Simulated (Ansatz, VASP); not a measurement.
## CdS in VASP and in Ansatz

```xyz
2
Lattice="0.0000 2.9635 2.9635 2.9635 0.0000 2.9635 2.9635 2.9635 0.0000" Properties=species:S:1:pos:R:3 pbc="T T T"
Cd    0.0000    0.0000    0.0000
S     1.4817    1.4817    1.4817
```

Alike in both runs: functional PBE; k mesh 8 × 8 × 8; occupations gaussian, width 0.02 eV; no spin polarisation.

Ansatz relaxed the structure, and its values are those at the end. VASP's run is a single point on that final structure, the one shown.

|  | VASP | Ansatz |
| --- | --- | --- |
| version | VASP 6.6.1 | Ansatz 0.2.0 |
| potentials or method | VASP PAW PBE potentials, release 64 (Cd, S), cutoff 500 eV | scalar-relativistic, plane waves, PAW |
| valence electrons in the cell | 18 | 26 |

Ansatz gave:

- gap on the k mesh at the Fermi level (eV): 1.04
- least direct gap on the mesh (eV): 1.04
- pressure (GPa): 0.0

Question: What did VASP give for the same quantities?

Answer: gap on the k mesh at the Fermi level (eV): 1.04; least direct gap on the mesh (eV): 1.04; pressure (GPa): 0.3.

VASP's potentials hold 18 valence electrons a cell and Ansatz's 26, so a difference there can come from the potentials and not from the codes.
